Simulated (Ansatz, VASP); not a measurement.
**InSe: VASP beside Ansatz**

```xyz
4
Lattice="4.1320 0.0000 0.0000 -2.0660 3.5785 0.0000 0.0000 0.0000 8.5214" Properties=species:S:1:pos:R:3 pbc="T T T"
In    0.0000    2.3856    0.1905
In    2.0660    1.1928    4.4512
Se    0.0000    2.3856    3.0655
Se    2.0660    1.1928    7.3263
```

Alike in both runs: functional r2SCAN; k mesh 12 × 12 × 6; occupations gaussian, width 0.1 eV; no spin polarisation.

Ansatz relaxed the structure, and its values are those at the end. VASP's run is a single point on that final structure, the one shown.

|  | VASP | Ansatz |
| --- | --- | --- |
| version | VASP 6.6.1 | Ansatz 0.2.0 |
| potentials or method | VASP PAW PBE potentials, release 64 (In_d, Se), cutoff 520 eV | scalar-relativistic, plane waves, PAW |
| valence electrons in the cell | 38 | 58 |

Ansatz gave:

```
gap on the k mesh at the Fermi level (eV) : none
pressure (GPa)                            : 0.0
rms of the force components (eV/Å)        : 0.000
```

**Question.** Which values does VASP return?

**Answer.** gap on the k mesh at the Fermi level (eV): none; pressure (GPa): 0.0; rms of the force components (eV/Å): 0.004.

VASP's potentials were made for PBE, not for r2SCAN. A gap of «none» marks a metal or a gap that the smearing closes. VASP's potentials hold 38 valence electrons a cell and Ansatz's 58, so a difference there can come from the potentials and not from the codes.
